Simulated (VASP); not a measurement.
# CuO (Cc) in VASP: notebook

CuO is run at these levels: PBEsol; tasks: single point.

Program: VASP 6.6.1. These are calculated values, not measurements. Logs are shortened: lines on timing, memory, paths and dates and some standing lists are left out, and cuts for length are marked.

### 1 The cell of the first run

It takes space group Cc (No. 9, monoclinic). The conventional cell has a = 4.689 Å, b = 3.427 Å, c = 5.132 Å, α = 90.00°, β = 99.65°, γ = 90.00°. Cu (site symmetry 1) has 4 O at 1.91 to 2.02 Å within 2.5 Å. Within 2.5 Å of O (site symmetry 1) lie 4 Cu at 1.91 to 2.02 Å.

### 2 Single point, PBEsol

Contents of INCAR:

```
PREC     = Accurate       # precision mode
ENCUT    = 820            # plane-wave cutoff, eV
EDIFF    = 1E-6           # SCF threshold, eV
ISMEAR   = 0              # smearing method
SIGMA    = 0.1            # smearing width, eV
LREAL    = False          # projectors in reciprocal space
LASPH    = True           # aspherical terms in the spheres
NELM     = 120            # most SCF steps
ALGO     = Normal         # electronic algorithm
ISIF     = 2              # what is computed and relaxed
LWAVE    = False          # write WAVECAR
LCHARG   = False          # write CHGCAR
GGA      = PS             # functional
NBANDS   = 33             # bands
GGA_COMPAT= False
```

Contents of KPOINTS:

```
regular mesh
0
Gamma
  6 6 4
```

Contents of POSCAR:

```
CuO
1.0
    2.3446500000     -1.7134000000      0.0000000000
    2.3446500000      1.7134000000      0.0000000000
   -0.8605500000      0.0000000000      5.0594400000
Cu O
2 2
Direct
    0.0032000000      0.4968000000      0.0000000000
    0.4968000000      0.0032000000      0.5000000000
    0.5714000000      0.4056000000      0.2537000000
    0.4056000000      0.5714000000      0.7537000000
```

Potentials or basis: VASP PAW PBE potentials, release 64 (Cu_sv_GW, O).

Command:

```sh
cat potpaw_PBE.64/Cu_sv_GW/POTCAR potpaw_PBE.64/O/POTCAR > POTCAR
mpirun -np 1 vasp_std > vasp.out
```

OUTCAR:

```text
PREC = Accurate
   ENCUT = 820
   EDIFF = 1E-6
   ISMEAR = 0
   LREAL = False
   LASPH = True
   NELM = 120
   ISIF = 2
   GGA = PS

 ion  position               nearest neighbor table
   1  0.003  0.497  0.000-   4 1.91   3 1.93   4 1.98   3 2.02
   2  0.497  0.003  0.500-   3 1.91   4 1.93   3 1.98   4 2.02
   3  0.571  0.406  0.254-   2 1.91   1 1.93   2 1.98   1 2.02
   4  0.406  0.571  0.754-   1 1.91   2 1.93   1 1.98   2 2.02

  LATTYP: Found a base centered monoclinic cell.
 ALAT       =     4.6893000000
 B/A-ratio  =     0.7307700510
 C/A-ratio  =     1.0944283424
 COS(beta)  =    -0.1676798048

  Lattice vectors:

 A1 = (   2.3446500000,  -1.7134000000,   0.0000000000)
 A2 = (   2.3446500000,   1.7134000000,   0.0000000000)
 A3 = (  -0.8605500000,   0.0000000000,   5.0594400000)

Analysis of symmetry for initial positions (statically):
=====================================================================
 Subroutine PRICEL returns:
 Original cell was already a primitive cell.

 Routine SETGRP: Setting up the symmetry group for a
 base centered monoclinic supercell.

 Subroutine GETGRP returns: Found  2 space group operations
 (whereof  1 operations were pure point group operations)
 out of a pool of  4 trial point group operations.

The static configuration has the point symmetry C_1 .
 The point group associated with its full space group is C_1h.

Analysis of symmetry for dynamics (positions and initial velocities):
=====================================================================
 Subroutine PRICEL returns:
 Original cell was already a primitive cell.

 Routine SETGRP: Setting up the symmetry group for a
 base centered monoclinic supercell.

 Subroutine GETGRP returns: Found  2 space group operations
 (whereof  1 operations were pure point group operations)
 out of a pool of  4 trial point group operations.

The dynamic configuration has the point symmetry C_1 .
 The point group associated with its full space group is C_1h.

 Subroutine INISYM returns: Found  2 space group operations
 (whereof  1 operations are pure point group operations),
 and found     1 'primitive' translations

----------------------------------------------------------------------------------------

                                     Primitive cell

  volume of cell :      40.6508

  direct lattice vectors                    reciprocal lattice vectors
     2.344650000 -1.713400000  0.000000000     0.213251445 -0.291817439  0.036271510
     2.344650000  1.713400000  0.000000000     0.213251445  0.291817439  0.036271510
    -0.860550000  0.000000000  5.059440000     0.000000000  0.000000000  0.197650333

  length of vectors
     2.903984019  2.903984019  5.132102826     0.363248151  0.363248151  0.197650333

  position of ions in fractional coordinates (direct lattice)
     0.003200000  0.496800000  0.000000000
     0.496800000  0.003200000  0.500000000
     0.571400000  0.405600000  0.253700000
     0.405600000  0.571400000  0.753700000

  ion indices of the primitive-cell ions
   primitive index   ion index
                 1           1
                 2           2
                 3           3
                 4           4

----------------------------------------------------------------------------------------

 KPOINTS: regular mesh

Automatic generation of k-mesh.
 Grid dimensions read from file:
 generate k-points for:    6    6    4

 Generating k-lattice:

  Cartesian coordinates                     Fractional coordinates (reciprocal lattice)
     0.035541907 -0.048636240  0.006045252     0.166666667 -0.000000000  0.000000000
     0.035541907  0.048636240  0.006045252    -0.000000000  0.166666667  0.000000000
     0.000000000  0.000000000  0.049412583     0.000000000  0.000000000  0.250000000

  Length of vectors
     0.060541358  0.060541358  0.049412583

  Shift w.r.t. Gamma in fractional coordinates (k-lattice)
     0.000000000  0.000000000  0.000000000

 Subroutine IBZKPT returns following result:
 ===========================================

 Found     47 irreducible k-points:

 Following reciprocal coordinates:
            Coordinates               Weight
  0.000000  0.000000  0.000000      1.000000
  0.166667  0.000000 -0.000000      4.000000
  0.333333 -0.000000  0.000000      4.000000
  0.500000  0.000000  0.000000      2.000000
  0.166667  0.166667 -0.000000      2.000000
  0.333333  0.166667  0.000000      4.000000
[... 16 lines left out ...]
 -0.333333  0.166667  0.250000      4.000000
 -0.166667  0.166667  0.250000      4.000000
 [... further k-points ...]
   k-points           NKPTS =     47   k-points in BZ     NKDIM =     47   number of bands    NBANDS=     33
   number of dos      NEDOS =    301   number of ions     NIONS =      4
   total plane-waves  NPLWV =  37632
   dimension x,y,z NGX =    28 NGY =   28 NGZ =   48
   dimension x,y,z NGXF=    56 NGYF=   56 NGZF=   96
   ions per type =               2   2
   NGX,Y,Z   is equivalent  to a cutoff of  16.03, 16.03, 15.55 a.u.
   NGXF,Y,Z  is equivalent  to a cutoff of  32.06, 32.06, 31.10 a.u.
 SYSTEM =  unknown system
   PREC   = accura    normal or accurate (medium, high low for compatibility)
   ISTART =      0    job   : 0-new  1-cont  2-samecut
   ICHARG =      2    charge: 1-file 2-atom 10-const
   ISPIN  =      1    spin polarized calculation?
   LNONCOLLINEAR =      F non collinear calculations
   LSORBIT =      F    spin-orbit coupling
   LASPH  =      T    aspherical Exc in radial PAW
   ENCUT  =  820.0 eV  60.27 Ry    7.76 a.u.   6.78  6.78 11.98*2*pi/ulx,y,z
   NELM   =    120;   NELMIN=  2; NELMDL= -5     # of ELM steps
   EDIFF  = 0.1E-05   stopping-criterion for ELM
   LREAL  =      F    real-space projection
[... 7 lines left out ...]
   TEBEG  =    0.0;   TEEND  =   0.0 temperature during run
   PSTRESS=    0.0 pullay stress
   NELECT =      50.0000    total number of electrons
   NUPDOWN=      -1.0000    fix difference up-down
   EMIN   =  10.00;   EMAX   =-10.00  energy-range for DOS
   EFERMI =   0.00;   METHOD = LEGACY
   ISMEAR =     0;   SIGMA  =   0.10  broadening in eV -4-tet -1-fermi 0-gaus
   EFERMI_NEDOS =   21; number of points for ismear=-14 and -15
   IALGO  =     38    algorithm
   IMIX   =      4    mixing-type and parameters
     AMIX     =   0.40;   BMIX     =  1.00
     AMIX_MAG =   1.60;   BMIX_MAG =  1.00
  volume/ion in A,a.u.               =      10.16        68.58
  Fermi-wavevector in a.u.,A,eV,Ry     =   1.754049  3.314672 41.860887  3.076688
  Thomas-Fermi vector in A             =   2.824066
   LORBIT       =      0    0 simple, 1 ext, 2 COOP (PROOUT), +10 PAW based schemes
   GGA     = PS    functional components
   LHFCALC =     F    Hartree Fock is set to
   AEXX    =    0.0000 exact exchange contribution
   IVDW    =     0    specifies the selected vdW correction
   LEPSILON=     F    determine dielectric tensor
   LRPA    =     F    only Hartree local field effects (RPA)
 non-spin polarized calculation
 Gauss-broadening in eV      SIGMA  =   0.10
  energy-cutoff  :      820.00
  volume of cell :       40.65
 maximum number of plane-waves:      2186
   NGX = 13   NGY = 13   NGZ = 23

 number of electron      49.9999991 magnetization

 Free energy of the ion-electron system (eV)
  ---------------------------------------------------
  ext. energy  EPLUGINS =         0.00000000
  ---------------------------------------------------
  free energy    TOTEN  =       -21.48028565 eV

  energy without entropy =      -21.46694477  energy(sigma->0) =      -21.47361521

 E-fermi :   5.5360     XC(G=0): -12.5401

 val. band max:        5.5297686270   @ k =   0.1667   0.0000  -0.0000
 cond. band min:       5.5388767767   @ k =  -0.3333   0.0000   0.2500
 fundamental gap:      0.0091081496
 Fermi energy:         5.5359754760

 k-point     1 :       0.0000    0.0000    0.0000
  band No.  band energies     occupation
      1    -106.7174      2.00000
      2    -106.7169      2.00000
      3     -64.3995      2.00000
      4     -64.3993      2.00000
      5     -64.3669      2.00000
      6     -64.3583      2.00000
[... 25 lines left out ...]
     32      21.6983      0.00000
     33      22.1157      0.00000

 k-point     2 :       0.1667    0.0000   -0.0000
  band No.  band energies     occupation
      1    -106.7173      2.00000
      2    -106.7167      2.00000
      3     -64.4026      2.00000
      4     -64.3994      2.00000
      5     -64.3664      2.00000
      6     -64.3588      2.00000
[... 25 lines left out ...]
     32      20.7116      0.00000
     33      22.0485      0.00000

 k-point     3 :       0.3333   -0.0000    0.0000
  band No.  band energies     occupation
      1    -106.7168      2.00000
      2    -106.7166      2.00000
      3     -64.4092      2.00000
      4     -64.3996      2.00000
      5     -64.3648      2.00000
      6     -64.3602      2.00000
[... 25 lines left out ...]
     32      18.9269      0.00000
     33      21.3414      0.00000

 k-point     4 :       0.5000    0.0000    0.0000
  band No.  band energies     occupation
      1    -106.7165      2.00000
      2    -106.7164      2.00000
      3     -64.4124      2.00000
      4     -64.3996      2.00000
      5     -64.3631      2.00000
      6     -64.3616      2.00000
[... 25 lines left out ...]
     32      18.0209      0.00000
     33      21.6856      0.00000

 k-point     5 :       0.1667    0.1667   -0.0000
  band No.  band energies     occupation
      1    -106.7171      2.00000
      2    -106.7165      2.00000
      3     -64.4030      2.00000
      4     -64.4020      2.00000
      5     -64.3667      2.00000
      6     -64.3585      2.00000
[... 604 lines left out ...]
 k-point    22 :       0.5000    0.1667    0.2500
  band No.  band energies     occupation
      1    -106.7164      2.00000
      2    -106.7163      2.00000
      3     -64.4126      2.00000
      4     -64.4025      2.00000
      5     -64.3635      2.00000
      6     -64.3615      2.00000
[... 25 lines left out ...]
     32      18.3965      0.00000
     33      20.0396      0.00000

 k-point    23 :      -0.3333    0.1667    0.2500
  band No.  band energies     occupation
      1    -106.7166      2.00000
      2    -106.7164      2.00000
      3     -64.4094      2.00000
      4     -64.4026      2.00000
      5     -64.3632      2.00000
      6     -64.3618      2.00000
[... 25 lines left out ...]
     32      18.7199      0.00000
     33      20.2407      0.00000

 k-point    24 :      -0.1667    0.1667    0.2500
  band No.  band energies     occupation
      1    -106.7170      2.00000
      2    -106.7167      2.00000
      3     -64.4032      2.00000
      4     -64.4024      2.00000
      5     -64.3643      2.00000
      6     -64.3608      2.00000
[... 25 lines left out ...]
     32      19.9162      0.00000
     33      20.5339      0.00000

 [... further k-points ...]

------------------------ aborting loop because EDIFF is reached ----------------------------------------

  FORCE on cell =-STRESS in cart. coord.  units (eV):
  Direction    XX          YY          ZZ          XY          YZ          ZX
  --------------------------------------------------------------------------------------
  -------------------------------------------------------------------------------------
  Total       -0.9934086     -0.3025584     -1.3032550      0.0000000      0.0000000     -0.2615460
  in kB      -39.1533811    -11.9247866    -51.3654085      0.0000000      0.0000000    -10.3083576
  external PRESSURE =     -34.1478587 kB  Pullay stress =       0.0000000 kB

 VOLUME and BASIS-vectors are now :
 -----------------------------------------------------------------------------
  energy-cutoff  :      820.00
  volume of cell :       40.65
      direct lattice vectors                 reciprocal lattice vectors
     2.344650000 -1.713400000  0.000000000     0.213251445 -0.291817439  0.036271510
     2.344650000  1.713400000  0.000000000     0.213251445  0.291817439  0.036271510
    -0.860550000  0.000000000  5.059440000     0.000000000  0.000000000  0.197650333

 POSITION                                       TOTAL-FORCE (eV/Angst)
 -----------------------------------------------------------------------------------
      1.17233      0.84573      0.00000        -0.587570      0.329302      0.227701
      0.74205     -0.84573      2.52972        -0.587570     -0.329302      0.227701
      2.07240     -0.28408      1.28358         0.587570      0.423645     -0.227701
      1.64213      0.28408      3.81330         0.587570     -0.423645     -0.227701
 -----------------------------------------------------------------------------------
    total drift:                               -0.000093      0.000000      0.000406

  FREE ENERGIE OF THE ION-ELECTRON SYSTEM (eV)
  ---------------------------------------------------
  free  energy   TOTEN  =       -21.4802856454 eV

  energy  without entropy=      -21.4669447729  energy(sigma->0) =      -21.47361521
```

It took 89 s on 1 thread of Intel Xeon Platinum 8488C (Sapphire Rapids), shared host; peak memory 0.27 GiB.

What came out:

| Item | Value |
| --- | --- |
| Free energy | -21.4803 eV |
| Pressure | -3.4 GPa |
| Largest force | 0.759 eV/Å |
| Band gap on the k mesh | zero (bands 25 and 26 overlap by 0.66 eV) |

Forces on the atoms (eV/Å):
```
Cu  -0.588  0.329  0.228
Cu  -0.588 -0.329  0.228
O    0.588  0.424 -0.228
O    0.588 -0.424 -0.228
```

Stress tensor (GPa, compression positive):
```
-3.92  0.00 -1.03
 0.00 -1.19  0.00
-1.03  0.00 -5.14
```

Caveat: the k points lie up to 0.38 Å⁻¹ apart, too coarse for converged energies and pressures of a metal; the PAW data sets were made with another functional, which shifts forces and pressure a little; semilocal functionals often make such compounds metallic where correlation or magnetic order opens a gap, which also shifts bond lengths.

### 3 Single point, PBEsol

Contents of INCAR:

```
PREC = Accurate ; ENCUT = 820
EDIFF = 1E-6 ; ISMEAR = 0
SIGMA = 0.1 ; LREAL = False
LASPH = True ; NELM = 120
ALGO = Normal ; ISIF = 2
LWAVE = False ; LCHARG = True
GGA = PS ; LELF = True
LVHAR = True ; NBANDS = 33
GGA_COMPAT = False
```

Contents of KPOINTS:

```
regular mesh
0
Gamma
  8 8 4
```

POSCAR is that of step 2.

Potentials or basis: VASP PAW PBE potentials, release 64 (Cu_sv_GW, O).

Command:

```sh
cat potpaw_PBE.64/Cu_sv_GW/POTCAR potpaw_PBE.64/O/POTCAR > POTCAR
mpirun -np 1 vasp_std > vasp.out
```

Run time: 1.8 min. Hardware: 1 thread of Intel Xeon 6975P-C (Granite Rapids), shared host; peak memory 0.33 GiB.

The run converged. Its results:

- Free energy: -21.4838 eV
- Pressure: -3.4 GPa
- Largest force: 0.765 eV/Å
- Band gap on the k mesh: zero (bands 25 and 26 overlap by 0.68 eV)

Forces in eV/Å, atoms in the order of the input:
```
Cu  -0.601  0.328  0.230
Cu  -0.601 -0.328  0.230
O    0.601  0.415 -0.230
O    0.601 -0.415 -0.230
```

Stress tensor (GPa, compression positive):
```
-3.90  0.00 -0.99
 0.00 -1.23  0.00
-0.99  0.00 -5.18
```

Levels at points of the mesh, in eV from the Fermi level:
```tsv
k point	band 22	band 23	band 24	band 25	band 26	band 27	band 28	band 29
(0.00, 0.00, 0.00)	-2.20	-2.12	-1.63	0.22	0.92	1.61	5.85	8.04
(0.50, 0.00, 0.00)	-1.58	-1.48	-1.39	-0.04	0.28	4.73	6.14	6.84
(0.50, 0.50, 0.00)	-2.11	-1.67	-1.20	-0.64	1.07	3.20	6.89	8.40
(0.00, 0.00, 0.50)	-2.22	-1.46	-1.46	0.24	0.24	3.82	3.82	11.51
(0.50, 0.00, 0.50)	-2.13	-1.72	-1.58	-0.09	0.74	4.98	6.40	7.91
(0.50, 0.50, 0.50)	-1.64	-1.29	-1.29	-0.42	-0.42	5.07	5.07	8.86
```

Caveat: the cell stands under tension; the PAW data sets were made with another functional, which shifts forces and pressure a little; semilocal functionals often make such compounds metallic where correlation or magnetic order opens a gap, which also shifts bond lengths.
